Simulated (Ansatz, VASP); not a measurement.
# One calculation of Ba2S, two programs

Contents of INCAR:

```
SYSTEM = Ba2S
PREC = Accurate ; ENCUT = 600
EDIFF = 1E-6 ; ISMEAR = 0
SIGMA = 0.1 ; LREAL = .False.
LASPH = .True. ; NELM = 100
ALGO = Normal ; ISIF = 3
LWAVE = .False. ; LCHARG = .False.
GGA = PE ; IBRION = 2
NSW = 100 ; EDIFFG = -0.01
```

Contents of KPOINTS:

```
regular mesh
0
Gamma
  12 12 12
  0 0 0
```

The input POSCAR:

```
Ba2S
1.0
   -2.6891664715      2.6891664715      3.7559732705
    2.6891664715     -2.6891664715      3.7559732705
    2.6891664715      2.6891664715     -3.7559732705
Ba S
2 1
Direct
    0.7500000000      0.2500000000      0.5000000000
    0.2500000000      0.7500000000      0.5000000000
    0.0000000000      0.0000000000      0.0000000000
```

Input for Ansatz:

```yaml
crystal:
  lattice:
    - [-2.6891664715, 2.6891664715, 3.7559732705]
    - [2.6891664715, -2.6891664715, 3.7559732705]
    - [2.6891664715, 2.6891664715, -3.7559732705]
  atoms:
    - { symbol: Ba, position: [0.75, 0.25, 0.5] }
    - { symbol: Ba, position: [0.25, 0.75, 0.5] }
    - { symbol: S, position: [0.0, 0.0, 0.0] }
basis:
  ecutwfc: 420
kpoints:
  mp_grid: { grid: [12, 12, 12] }
hamiltonian:
  xc: pbe
scf:
  occupations: { method: gaussian, width: 0.1 }
output:
  forces: true
  stress: true
  eigenvalues: true
relax:
  adjacent_minimum: "off"
  f_tol: 0.01
  max_steps: 80
  cell: { stress_tol: 0.05 }
```

Alike in both runs: task relaxation of cell and atoms; functional PBE; k mesh 12 × 12 × 12; occupations gaussian, width 0.1 eV; no spin polarisation.

|  | VASP | Ansatz |
| --- | --- | --- |
| version | VASP 6.6.1 | Ansatz 0.2.0 |
| potentials or method | VASP PAW PBE potentials, release 64 (Ba_sv, S), cutoff 600 eV | scalar-relativistic, plane waves, PAW |
| valence electrons in the cell | 26 | 26 |

Ansatz gave:

```
gap on the k mesh at the Fermi level, each at its own relaxed structure (eV) : none
relaxed volume (Å³/atom)                                                     : 36.03
relaxed cell length with the largest relative difference (Å)                 : 5.347
```

Q: What did VASP give for the same quantities?

A: gap on the k mesh at the Fermi level, each at its own relaxed structure (eV): none; relaxed volume (Å³/atom): 36.79; relaxed cell length with the largest relative difference (Å): 5.384.

A gap of «none» marks a metal or a gap that the smearing closes.

Neither program's run includes spin-orbit coupling.
